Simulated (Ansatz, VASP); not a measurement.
## ZnO in VASP and in Ansatz

```
Zn O
1.0
     0.00000    2.13377    2.13377
     2.13377    0.00000    2.13377
     2.13377    2.13377    0.00000
Zn O
1 1
Direct
  0.00000 0.00000 0.00000
  0.50000 0.50000 0.50000
```

Alike in both runs: task single point; functional r2SCAN; k mesh 10 × 10 × 10; no spin polarisation.

|  | VASP | Ansatz |
| --- | --- | --- |
| version | VASP 6.6.1 | Ansatz 0.2.0 |
| potentials or method | VASP PAW PBE potentials, release 64 (Zn, O) | plane waves, PAW |
| plane-wave cutoff (eV) | 520 | 500 |
| occupations | gaussian, width 0.01 eV | fixed |
| valence electrons in the cell | 18 | 18 |

Ansatz gave:

- gap on the k mesh at the Fermi level (eV): 1.57
- pressure (GPa): 0.0

Task: Estimate VASP's values.

Result: gap on the k mesh at the Fermi level (eV): 1.55; pressure (GPa): 1.5.

VASP's potentials were made for PBE, not for r2SCAN.
